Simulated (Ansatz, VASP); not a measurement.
# One calculation of Cd, two programs

```
Cd
1.0
     2.95090    0.00000    0.00000
    -1.47545    2.55555    0.00000
     0.00000    0.00000    5.88385
Cd
2
Direct
  0.33333 0.66667 0.25000
  0.66667 0.33333 0.75000
```

Alike in both runs: task single point; functional r2SCAN; k mesh 12 × 12 × 6; occupations fermi-dirac, width 0.01 eV; no spin polarisation.

|  | VASP | Ansatz |
| --- | --- | --- |
| version | VASP 6.6.1 | Ansatz 0.2.0 |
| potentials or method | VASP PAW PBE potentials, release 64 (Cd), cutoff 520 eV | plane waves (500 eV) with PAW, scalar-relativistic |
| valence electrons in the cell | 24 | 40 |

VASP gave:

```
pressure (GPa)                                                : 0.4
traceless stress, the component that is largest in VASP (GPa) : -0.06
```

Q: What did Ansatz give for the same quantities?

A: Pressure (GPa): 0.1; traceless stress, the component that is largest in VASP (GPa): 0.12.

VASP's potentials were made for PBE, not for r2SCAN. With one functional, cell and mesh, what is left measures potentials, basis and numerics. VASP's potentials hold 24 valence electrons a cell and Ansatz's 40, so a difference there can come from the potentials and not from the codes.
